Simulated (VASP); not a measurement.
# BP (I-4m2) in VASP: a series of runs

Runs on BP. Level: PBEsol. Tasks: single point.

All numbers are computed with VASP 6.6.1; they aren't measurements. Logs are shortened: lines on timing, memory, paths and dates and some standing lists are left out, and cuts for length are marked.

## Step 1: The cell of the first run

Symmetry: I-4m2, No. 119, tetragonal system. Conventional cell: a = 3.188 Å, b = 3.188 Å, c = 4.588 Å, α = 90.00°, β = 90.00°, γ = 90.00°. Within 2.6 Å of B (site symmetry -4m2) lie 4 P at 1.96 Å. Within 2.6 Å of P (site symmetry -4m2) lie 4 B at 1.96 Å.

## Step 2: Single point, PBEsol

File INCAR:

```
SYSTEM = BP
PREC = Accurate
ENCUT = 520
EDIFF = 1E-6
ISMEAR = 0
SIGMA = 0.02
LREAL = .FALSE.
LASPH = .TRUE.
NELM = 100
ALGO = Normal
ISIF = 2
LWAVE = .FALSE.
LCHARG = .FALSE.
GGA = PS
NBANDS = 16
```

File KPOINTS:

```
regular mesh
0
G
  8 8 6
  0 0 0
```

File POSCAR:

```
BP
1.0
    2.2540906785      2.2540906785      0.0000000000
   -2.2540906785      2.2540906785      0.0000000000
    0.0000000000      0.0000000000      4.5880045356
B P
2 2
Direct
    0.0000000000      0.0000000000      0.0000000000
    0.5000000000      0.5000000000      0.5000000000
    0.5000000000      0.0000000000      0.7500000000
    0.0000000000      0.5000000000      0.2500000000
```

Potentials or basis: VASP PAW PBE potentials, release 64 (B, P).

Launch:

```sh
$ cat potpaw_PBE.64/B/POTCAR potpaw_PBE.64/P/POTCAR > POTCAR
$ mpirun -np 1 vasp_std > vasp.out
```

OUTCAR:

```text
SYSTEM = BP
   PREC = Accurate
   ENCUT = 520
   EDIFF = 1E-6
   ISMEAR = 0
   LREAL = .FALSE.
   LASPH = .TRUE.
   NELM = 100
   ISIF = 2
   GGA = PS

 ion  position               nearest neighbor table
   1  0.000  0.000  0.000-   3 1.96   4 1.96   4 1.96   3 1.96
   2  0.500  0.500  0.500-   3 1.96   4 1.96   3 1.96   4 1.96
   3  0.500  0.000  0.750-   1 1.96   2 1.96   2 1.96   1 1.96
   4  0.000  0.500  0.250-   1 1.96   2 1.96   1 1.96   2 1.96

  LATTYP: Found a simple tetragonal cell.
 ALAT       =     3.1877656084
 C/A-ratio  =     1.4392540416

  Lattice vectors:

 A1 = (   2.2540906785,   2.2540906785,   0.0000000000)
 A2 = (  -2.2540906785,   2.2540906785,   0.0000000000)
 A3 = (   0.0000000000,   0.0000000000,   4.5880045356)

Analysis of symmetry for initial positions (statically):
=====================================================================
 Subroutine PRICEL returns following result:

  LATTYP: Found a body centered tetragonal cell.
 ALAT       =     3.1877656084
 C/A-ratio  =     1.4392540416

  Lattice vectors:

 A1 = (   2.2540906785,   0.0000000000,  -2.2940022678)
 A2 = (  -2.2540906785,   0.0000000000,  -2.2940022678)
 A3 = (   0.0000000000,   2.2540906785,   2.2940022678)

   2 primitive cells build up your supercell.

 Routine SETGRP: Setting up the symmetry group for a
 simple tetragonal supercell.

 Subroutine GETGRP returns: Found  8 space group operations
 (whereof  8 operations were pure point group operations)
 out of a pool of 16 trial point group operations.

The static configuration has the point symmetry D_2d.

Analysis of symmetry for dynamics (positions and initial velocities):
=====================================================================
 Subroutine PRICEL returns following result:

  LATTYP: Found a body centered tetragonal cell.
 ALAT       =     3.1877656084
 C/A-ratio  =     1.4392540416

  Lattice vectors:

 A1 = (   2.2540906785,   0.0000000000,  -2.2940022678)
 A2 = (  -2.2540906785,   0.0000000000,  -2.2940022678)
 A3 = (   0.0000000000,   2.2540906785,   2.2940022678)

   2 primitive cells build up your supercell.

 Routine SETGRP: Setting up the symmetry group for a
 simple tetragonal supercell.

 Subroutine GETGRP returns: Found  8 space group operations
 (whereof  8 operations were pure point group operations)
 out of a pool of 16 trial point group operations.

The dynamic configuration has the point symmetry D_2d.

 Subroutine INISYM returns: Found  8 space group operations
 (whereof  8 operations are pure point group operations),
 and found     2 'primitive' translations

----------------------------------------------------------------------------------------

                                     Primitive cell

  volume of cell :      23.3113

  direct lattice vectors                    reciprocal lattice vectors
     2.254090678  0.000000000 -2.294002268     0.221818938  0.221818938 -0.217959680
    -2.254090678  0.000000000 -2.294002268    -0.221818938  0.221818938 -0.217959680
     0.000000000  2.254090678  2.294002268     0.000000000  0.443637876  0.000000000

  length of vectors
     3.216111191  3.216111191  3.216111191     0.381986524  0.381986524  0.443637876

  position of ions in fractional coordinates (direct lattice)
     0.000000000  0.000000000  0.000000000
     0.750000000  0.250000000  0.500000000

  ion indices of the primitive-cell ions
   primitive index   ion index
                 1           1
                 2           3

----------------------------------------------------------------------------------------

 KPOINTS: regular mesh

Automatic generation of k-mesh.
 Grid dimensions read from file:
 generate k-points for:    8    8    6

 Generating k-lattice:

  Cartesian coordinates                     Fractional coordinates (reciprocal lattice)
     0.027727367  0.027727367  0.000000000     0.125000000  0.000000000  0.000000000
    -0.027727367  0.027727367  0.000000000     0.000000000  0.125000000  0.000000000
     0.000000000  0.000000000  0.036326613     0.000000000  0.000000000  0.166666667

  Length of vectors
     0.039212419  0.039212419  0.036326613

  Shift w.r.t. Gamma in fractional coordinates (k-lattice)
     0.000000000  0.000000000  0.000000000

 Subroutine IBZKPT returns following result:
 ===========================================

 Found     60 irreducible k-points:

 Following reciprocal coordinates:
            Coordinates               Weight
  0.000000  0.000000  0.000000      1.000000
  0.125000  0.000000  0.000000      4.000000
  0.250000  0.000000  0.000000      4.000000
  0.375000  0.000000  0.000000      4.000000
  0.500000  0.000000  0.000000      2.000000
  0.125000  0.125000  0.000000      4.000000
[... 16 lines left out ...]
  0.375000  0.125000  0.166667     16.000000
  0.500000  0.125000  0.166667      8.000000
 [... further k-points ...]
   k-points           NKPTS =     60   k-points in BZ     NKDIM =     60   number of bands    NBANDS=     16
   number of dos      NEDOS =    301   number of ions     NIONS =      4
   total plane-waves  NPLWV =  20736
   dimension x,y,z NGX =    24 NGY =   24 NGZ =   36
   dimension x,y,z NGXF=    48 NGYF=   48 NGZF=   72
   ions per type =               2   2
   NGX,Y,Z   is equivalent  to a cutoff of  12.52, 12.52, 13.04 a.u.
   NGXF,Y,Z  is equivalent  to a cutoff of  25.03, 25.03, 26.09 a.u.
 SYSTEM =  BP
   PREC   = accura    normal or accurate (medium, high low for compatibility)
   ISTART =      0    job   : 0-new  1-cont  2-samecut
   ICHARG =      2    charge: 1-file 2-atom 10-const
   ISPIN  =      1    spin polarized calculation?
   LNONCOLLINEAR =      F non collinear calculations
   LSORBIT =      F    spin-orbit coupling
   LASPH  =      T    aspherical Exc in radial PAW
   ENCUT  =  520.0 eV  38.22 Ry    6.18 a.u.   5.93  5.93  8.53*2*pi/ulx,y,z
   NELM   =    100;   NELMIN=  2; NELMDL= -5     # of ELM steps
   EDIFF  = 0.1E-05   stopping-criterion for ELM
   LREAL  =      F    real-space projection
   EDIFFG = 0.1E-04   stopping-criterion for IOM
   NSW    =      0    number of steps for IOM
   IBRION =     -1    ionic relax: 0-MD 1-quasi-New 2-CG
   NFREE  =      0    steps in history (QN), initial steepest desc. (CG)
   ISIF   =      2    stress and relaxation
   ISYM   =      2    0-nonsym 1-usesym 2-fastsym
   POTIM  = 0.5000    time-step for ionic-motion
   TEBEG  =    0.0;   TEEND  =   0.0 temperature during run
   PSTRESS=    0.0 pullay stress
   NELECT =      16.0000    total number of electrons
   NUPDOWN=      -1.0000    fix difference up-down
   EMIN   =  10.00;   EMAX   =-10.00  energy-range for DOS
   EFERMI =   0.00;   METHOD = LEGACY
   ISMEAR =     0;   SIGMA  =   0.02  broadening in eV -4-tet -1-fermi 0-gaus
   EFERMI_NEDOS =   21; number of points for ismear=-14 and -15
   IALGO  =     38    algorithm
   IMIX   =      4    mixing-type and parameters
     AMIX     =   0.40;   BMIX     =  1.00
     AMIX_MAG =   1.60;   BMIX_MAG =  1.00
  volume/ion in A,a.u.               =      11.66        78.66
  Fermi-wavevector in a.u.,A,eV,Ry     =   1.146171  2.165949 17.874072  1.313707
  Thomas-Fermi vector in A             =   2.282856
   LORBIT       =      0    0 simple, 1 ext, 2 COOP (PROOUT), +10 PAW based schemes
   GGA     = PS    functional components
   LHFCALC =     F    Hartree Fock is set to
   AEXX    =    0.0000 exact exchange contribution
   IVDW    =     0    specifies the selected vdW correction
   LEPSILON=     F    determine dielectric tensor
   LRPA    =     F    only Hartree local field effects (RPA)
 non-spin polarized calculation
 Gauss-broadening in eV      SIGMA  =   0.02
  energy-cutoff  :      520.00
  volume of cell :       46.62
 maximum number of plane-waves:      1280
 NGX is ok and might be reduce to    24
   NGX = 11   NGY = 11   NGZ = 17

 number of electron      15.9999999 magnetization

 Free energy of the ion-electron system (eV)
  ---------------------------------------------------
  ext. energy  EPLUGINS =         0.00000000
  ---------------------------------------------------
  free energy    TOTEN  =       -27.33640293 eV

  energy without entropy =      -27.33640293  energy(sigma->0) =      -27.33640293

 E-fermi :   7.5758     XC(G=0): -11.0554

 val. band max:        7.4913020703   @ k =   0.0000   0.0000   0.0000
 cond. band min:       8.5193640443   @ k =   0.3750   0.3750   0.0000
 fundamental gap:      1.0280619739
 Fermi energy:         7.5758489130

 k-point     1 :       0.0000    0.0000    0.0000
  band No.  band energies     occupation
      1      -8.0857      2.00000
      2      -3.3124      2.00000
      3      -1.2839      2.00000
      4       3.4018      2.00000
      5       3.4018      2.00000
      6       7.3158      2.00000
[... 8 lines left out ...]
     15      18.6903      0.00000
     16      19.3915      0.00000

 k-point     2 :       0.1250    0.0000    0.0000
  band No.  band energies     occupation
      1      -7.8948      2.00000
      2      -3.2381      2.00000
      3      -1.1569      2.00000
      4       2.3934      2.00000
      5       3.5605      2.00000
      6       6.3269      2.00000
[... 8 lines left out ...]
     15      18.6194      0.00000
     16      18.8035      0.00000

 k-point     3 :       0.2500    0.0000    0.0000
  band No.  band energies     occupation
      1      -7.3288      2.00000
      2      -3.2432      2.00000
      3      -0.8298      2.00000
      4       1.1074      2.00000
      5       4.0223      2.00000
      6       4.3497      2.00000
[... 8 lines left out ...]
     15      17.1659      0.00000
     16      17.3172      0.00000

 k-point     4 :       0.3750    0.0000    0.0000
  band No.  band energies     occupation
      1      -6.4130      2.00000
      2      -3.9632      2.00000
      3      -0.2534      2.00000
      4       1.0895      2.00000
      5       2.4543      2.00000
      6       3.4240      2.00000
[... 8 lines left out ...]
     15      16.3110      0.00000
     16      16.9328      0.00000
[... 324 lines left out ...]
 k-point    22 :       0.2500    0.1250    0.1667
  band No.  band energies     occupation
      1      -6.9823      2.00000
      2      -3.7129      2.00000
      3      -0.4549      2.00000
      4       1.7911      2.00000
      5       3.2796      2.00000
      6       3.3195      2.00000
[... 8 lines left out ...]
     15      14.8188      0.00000
     16      17.7242      0.00000

 k-point    23 :       0.3750    0.1250    0.1667
  band No.  band energies     occupation
      1      -6.0820      2.00000
      2      -3.9033      2.00000
      3      -0.8288      2.00000
      4       1.4344      2.00000
      5       2.1808      2.00000
      6       4.0041      2.00000
[... 8 lines left out ...]
     15      16.1961      0.00000
     16      16.8054      0.00000

 k-point    24 :       0.5000    0.1250    0.1667
  band No.  band energies     occupation
      1      -4.9369      2.00000
      2      -4.9369      2.00000
      3      -0.0535      2.00000
      4      -0.0535      2.00000
      5       3.1987      2.00000
      6       3.1987      2.00000
[... 8 lines left out ...]
     15      15.3198      0.00000
     16      15.3198      0.00000

 [... further k-points ...]
[... 5 lines left out ...]
  --------------------------------------------------------------------------------------
  -------------------------------------------------------------------------------------
  Total        0.0300178      0.0300178     -1.3642835      0.0000000      0.0000000      0.0000000
  in kB        1.0315571      1.0315571    -46.8833464      0.0000000      0.0000000      0.0000000
  external PRESSURE =     -14.9400774 kB  Pullay stress =       0.0000000 kB

 VOLUME and BASIS-vectors are now :
 -----------------------------------------------------------------------------
  energy-cutoff  :      520.00
  volume of cell :       46.62
      direct lattice vectors                 reciprocal lattice vectors
     2.254090678  2.254090678  0.000000000     0.221818938  0.221818938  0.000000000
    -2.254090678  2.254090678  0.000000000    -0.221818938  0.221818938  0.000000000
     0.000000000  0.000000000  4.588004536     0.000000000  0.000000000  0.217959680

 POSITION                                       TOTAL-FORCE (eV/Angst)
 -----------------------------------------------------------------------------------
      0.00000      0.00000      0.00000        -0.000000     -0.000000     -0.000000
      0.00000      2.25409      2.29400        -0.000000     -0.000000     -0.000000
      1.12705      1.12705      3.44100         0.000000      0.000000     -0.000000
     -1.12705      1.12705      1.14700         0.000000      0.000000      0.000000
 -----------------------------------------------------------------------------------
    total drift:                               -0.000000      0.000000     -0.000000

  FREE ENERGIE OF THE ION-ELECTRON SYSTEM (eV)
  ---------------------------------------------------
  free  energy   TOTEN  =       -27.3364029312 eV

  energy  without entropy=      -27.3364029312  energy(sigma->0) =      -27.33640293
```

It took 51 s on 1 thread of AMD EPYC 7R13, shared host; peak memory 0.14 GiB.

Results:

| Quantity | Value |
| --- | --- |
| Free energy | -27.3364 eV |
| Pressure | -1.5 GPa |
| Band gap on the k mesh | 1.03 eV |

Stress tensor (GPa, compression positive):
```
 0.10  0.00  0.00
 0.00  0.10  0.00
 0.00  0.00 -4.69
```

Levels at points of the mesh, in eV from the valence-band top:
```tsv
k point	band 5	band 6	band 7	band 8	band 9	band 10	band 11	band 12
(0.00, 0.00, 0.00)	-4.09	-0.18	0.00	0.00	1.29	1.62	3.27	3.27
(0.50, 0.00, 0.00)	-5.45	-5.45	-1.88	-1.88	3.88	3.88	6.28	6.28
(0.50, 0.50, 0.00)	-4.29	-4.29	-4.25	-4.25	1.10	1.10	1.37	1.37
(0.00, 0.00, 0.50)	-2.73	-2.73	-2.73	-2.73	1.79	1.79	4.77	4.77
(0.50, 0.00, 0.50)	-1.94	-1.94	-1.71	-1.71	3.64	3.64	4.55	4.55
(0.50, 0.50, 0.50)	-5.82	-5.82	-5.59	-5.59	5.02	5.02	6.39	6.39
```

Caveat: the PAW data sets were made with another functional, which shifts forces and pressure a little. Expect the measured gap to be larger: semilocal functionals such as PBEsol lack the derivative discontinuity.

## Step 3: Single point, PBEsol (uniaxial strain along c: +3.0 %)

File INCAR:

```
PREC = Accurate
ENCUT = 520
EDIFF = 1E-6
ISMEAR = 0
SIGMA = 0.02
LREAL = False
LASPH = True
NELM = 80
ALGO = Normal
ISIF = 2
LWAVE = False
LCHARG = False
GGA = PS
NBANDS = 16
```

File KPOINTS:

```
Automatic mesh
0
Gamma
  8 8 6
```

File POSCAR:

```
BP
1.0
    2.2431500008      2.2431500008      0.0000000000
   -2.2431500008      2.2431500008      0.0000000000
    0.0000000000      0.0000000000      4.6558075583
B P
2 2
Direct
    0.0000000000      0.0000000000      0.0000000000
    0.5000000000      0.5000000000      0.5000000000
    0.5000000000      0.0000000000      0.7500000000
    0.0000000000      0.5000000000      0.2500000000
```

Potentials or basis: VASP PAW PBE potentials, release 64 (B, P).

Launch:

```sh
$ cat potpaw_PBE.64/B/POTCAR potpaw_PBE.64/P/POTCAR > POTCAR
$ mpirun -np 1 vasp_std > vasp.out
```

OUTCAR:

```text
PREC = Accurate
   ENCUT = 520
   EDIFF = 1E-6
   ISMEAR = 0
   LREAL = False
   LASPH = True
   NELM = 80
   ISIF = 2
   GGA = PS

 ion  position               nearest neighbor table
   1  0.000  0.000  0.000-   3 1.97   4 1.97   4 1.97   3 1.97
   2  0.500  0.500  0.500-   3 1.97   4 1.97   3 1.97   4 1.97
   3  0.500  0.000  0.750-   1 1.97   2 1.97   2 1.97   1 1.97
   4  0.000  0.500  0.250-   1 1.97   2 1.97   1 1.97   2 1.97

  LATTYP: Found a simple tetragonal cell.
 ALAT       =     3.1722931536
 C/A-ratio  =     1.4676473242

  Lattice vectors:

 A1 = (   2.2431500008,   2.2431500008,   0.0000000000)
 A2 = (  -2.2431500008,   2.2431500008,   0.0000000000)
 A3 = (   0.0000000000,   0.0000000000,   4.6558075583)

Analysis of symmetry for initial positions (statically):
=====================================================================
 Subroutine PRICEL returns following result:

  LATTYP: Found a body centered tetragonal cell.
 ALAT       =     3.1722931536
 C/A-ratio  =     1.4676473242

[... 183 lines left out ...]
  ext. energy  EPLUGINS =         0.00000000
  ---------------------------------------------------
  free energy    TOTEN  =       -27.30520614 eV

  energy without entropy =      -27.30520614  energy(sigma->0) =      -27.30520614

 E-fermi :   7.6007     XC(G=0): -11.0357

 val. band max:        7.5029078832   @ k =   0.0000   0.0000   0.0000
 cond. band min:       8.3899776499   @ k =   0.3750   0.3750   0.0000
 fundamental gap:      0.8870697667
 Fermi energy:         7.6007045238

 k-point     1 :       0.0000    0.0000    0.0000
  band No.  band energies     occupation
      1      -8.0987      2.00000
      2      -3.4768      2.00000
      3      -1.4286      2.00000
      4       3.5019      2.00000
      5       3.5019      2.00000
      6       7.1244      2.00000
[... 433 lines left out ...]
      3      -0.1267      2.00000
      4      -0.1267      2.00000
      5       3.0708      2.00000
      6       3.0708      2.00000
[... 8 lines left out ...]
     15      15.1259      0.00000
     16      15.1259      0.00000

 [... further k-points ...]
[... 5 lines left out ...]
  --------------------------------------------------------------------------------------
  -------------------------------------------------------------------------------------
  Total        0.3276768      0.3276768     -2.6800463      0.0000000     -0.0000000      0.0000000
  in kB       11.2050730     11.2050730    -91.6455174      0.0000000     -0.0000000      0.0000000
  external PRESSURE =     -23.0784572 kB  Pullay stress =       0.0000000 kB

 VOLUME and BASIS-vectors are now :
 -----------------------------------------------------------------------------
  energy-cutoff  :      520.00
  volume of cell :       46.85
      direct lattice vectors                 reciprocal lattice vectors
     2.243150001  2.243150001  0.000000000     0.222900831  0.222900831  0.000000000
    -2.243150001  2.243150001  0.000000000    -0.222900831  0.222900831  0.000000000
     0.000000000  0.000000000  4.655807558     0.000000000  0.000000000  0.214785510

 POSITION                                       TOTAL-FORCE (eV/Angst)
 -----------------------------------------------------------------------------------
      0.00000      0.00000      0.00000        -0.000000     -0.000000     -0.000000
      0.00000      2.24315      2.32790         0.000000      0.000000      0.000000
      1.12158      1.12158      3.49186        -0.000000      0.000000     -0.000000
     -1.12158      1.12158      1.16395         0.000000      0.000000     -0.000000
 -----------------------------------------------------------------------------------
    total drift:                               -0.000000      0.000000     -0.000000

  FREE ENERGIE OF THE ION-ELECTRON SYSTEM (eV)
  ---------------------------------------------------
  free  energy   TOTEN  =       -27.3052061387 eV

  energy  without entropy=      -27.3052061387  energy(sigma->0) =      -27.30520614
```

OSZICAR:

```text
N       E                     dE             d eps       ncg     rms          rms(c)
DAV:   1     0.299933609765E+02    0.29993E+02   -0.70657E+03  1920   0.898E+02
DAV:   2    -0.264569582597E+02   -0.56450E+02   -0.51316E+02  2712   0.154E+02
DAV:   3    -0.286920079733E+02   -0.22350E+01   -0.22234E+01  2624   0.284E+01
DAV:   4    -0.287066550146E+02   -0.14647E-01   -0.14644E-01  2296   0.279E+00
DAV:   5    -0.287068154267E+02   -0.16041E-03   -0.16041E-03  2632   0.284E-01    0.988E+00
DAV:   6    -0.275140414777E+02    0.11928E+01   -0.11183E+00  2448   0.660E+00    0.544E+00
DAV:   7    -0.273223265201E+02    0.19171E+00   -0.39972E-01  2536   0.360E+00    0.153E+00
DAV:   8    -0.273050706343E+02    0.17256E-01   -0.39668E-02  2360   0.125E+00    0.249E-01
DAV:   9    -0.273050830787E+02   -0.12444E-04   -0.22475E-03  2504   0.315E-01    0.845E-02
DAV:  10    -0.273051869869E+02   -0.10391E-03   -0.17693E-04  2384   0.797E-02    0.340E-02
DAV:  11    -0.273052055189E+02   -0.18532E-04   -0.19365E-05  2360   0.269E-02    0.292E-02
DAV:  12    -0.273052061387E+02   -0.61978E-06   -0.31370E-06  2232   0.102E-02
   1 F= -.27305206E+02 E0= -.27305206E+02  d E =-.242647E-14
```

It took 53 s on 1 thread of AMD EPYC 7R13, shared host; peak memory 0.14 GiB.

What came out:

```yaml
Free_energy: -27.3052 eV
Pressure: -2.3 GPa
Band_gap_on_the_k_mesh: 0.89 eV
```

Caveat: the cell differs from its parent crystal (uniaxial strain along c: +3.0 %); the PAW data sets were made with another functional, which shifts forces and pressure a little.

(Part 1 of 2 ends here.)
